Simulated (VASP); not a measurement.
Dy3GaS2:

```
Dy Ga S
1.0
     5.22939    0.00000    0.00000
     0.00000    5.22939    0.00000
     0.00000    0.00000    6.16104
Dy Ga S
3 1 2
Cartesian
  0.0000 2.6147 4.0858
  2.6147 0.0000 2.0753
  2.6147 2.6147 0.0000
  0.0000 0.0000 3.0805
  0.0000 0.0000 0.0000
  2.6147 2.6147 3.0805
```

The cell was generated, and may not be a known phase.

| Item | Value |
| --- | --- |
| Program | VASP 6.6.1 |
| Task | relaxation of cell and atoms |
| Functional | PBE |
| Potentials or basis | VASP PAW PBE potentials, release 64 (Dy_3, Ga_d, S), 4f in core |
| Cutoff | 500 eV |
| k mesh | 3 × 3 × 3 |
| Occupations | gaussian, width 0.2 eV |
| Spin | no spin polarisation |

At the start: pressure -2.4 GPa; volume 28.08 Å³/atom.

Where does the relaxation end?

Over 15 steps the energy falls by 118.2 meV/atom and the volume is 26.43 Å³/atom (-5.9 %); space group P-4m2 (No. 115, to 0.1 Å) before and after.

The path:
```
step  energy change (eV)  largest force (eV/Å)  pressure (GPa)  volume (Å³)
   1              0.0000                0.7387           -2.40       168.48
   2             -0.2751                0.5077           -0.29       158.33
   3             -0.3787                0.3350            2.20       150.04
   4             -0.5495                0.3619            1.56       151.42
   5             -0.5668                0.3797            1.48       151.94
   6             -0.6053                0.3755           -0.38       157.56
   7             -0.6056                0.3748           -0.52       158.05
   8             -0.6263                0.3279           -0.39       157.76
   9             -0.6539                0.1895            0.05       157.01
  10             -0.6753                0.1588            0.11       157.03
  11             -0.6977                0.0919            0.42       156.99
  12             -0.6984                0.0988            0.37       157.00
  13             -0.7071                0.0580           -0.36       159.75
  14             -0.7071                0.0574           -0.39       159.80
  15             -0.7094                0.0153            0.15       158.59
```

Final structure:
```
CELL_PARAMETERS angstrom
5.42841 0.00000 0.00000
0.00000 5.42841 0.00000
0.00000 0.00000 5.38188
ATOMIC_POSITIONS crystal
Dy 0.00000 0.50000 0.57956
Dy 0.50000 0.00000 0.42044
Dy 0.50000 0.50000 0.00000
Ga 0.00000 0.00000 0.50000
S 0.00000 0.00000 0.00000
S 0.50000 0.50000 0.50000
```

Caveat: the k points lie up to 0.39 Å⁻¹ apart in the final cell, too coarse for converged energies and pressures of a metal; the run has no spin polarisation, though such a crystal can be magnetic.
